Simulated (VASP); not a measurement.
ZnSe: single point with PBEsol

The system is ZnSe.

```xyz
2
Lattice="0.0000 2.5246 2.5246 2.5246 0.0000 2.5246 2.5246 2.5246 0.0000" Properties=species:S:1:pos:R:3 pbc="T T T"
Se    0.0000    0.0000    0.0000
Zn    2.5246    2.5246    2.5246
```

This cell differs from its parent crystal: volume scaled by 0.880.

```yaml
Program: VASP 6.6.1
Task: single point
Functional: PBEsol
Potentials_or_basis: VASP PAW PBE potentials, release 64 (Se, Zn)
Cutoff: 520 eV
k_mesh: 12 × 12 × 12
Occupations: gaussian, width 0.05 eV
Spin: no spin polarisation
Dipole_correction: no
Further_INCAR_settings: ALGO = Normal; EDIFF = 1e-07; NBANDS = 16
```

```json
{
  "Pressure": "14.8 GPa",
  "Band gap on the k mesh": "zero (band 9 reaches 4.99 eV, above the bottom of band 10 at 3.73 eV)"
}
```

Levels at points of the mesh, in eV from the Fermi level:
```
           k point  band 7  band 8  band 9  band 10  band 11  band 12
(0.00, 0.00, 0.00)   -0.66   -0.66   -0.66     1.86     8.52     8.52
(0.50, 0.00, 0.00)   -6.27   -0.10   -0.10     3.19     4.74     4.74
(0.50, 0.50, 0.00)   -6.35   -3.22   -3.22    -1.18     4.40    12.69
```

Wall time 68 s on 1 thread of AMD EPYC 7R13, on a shared host, peak memory 0.15 GiB.

Caveat: the PAW data sets were made with another functional, which shifts forces and pressure a little.
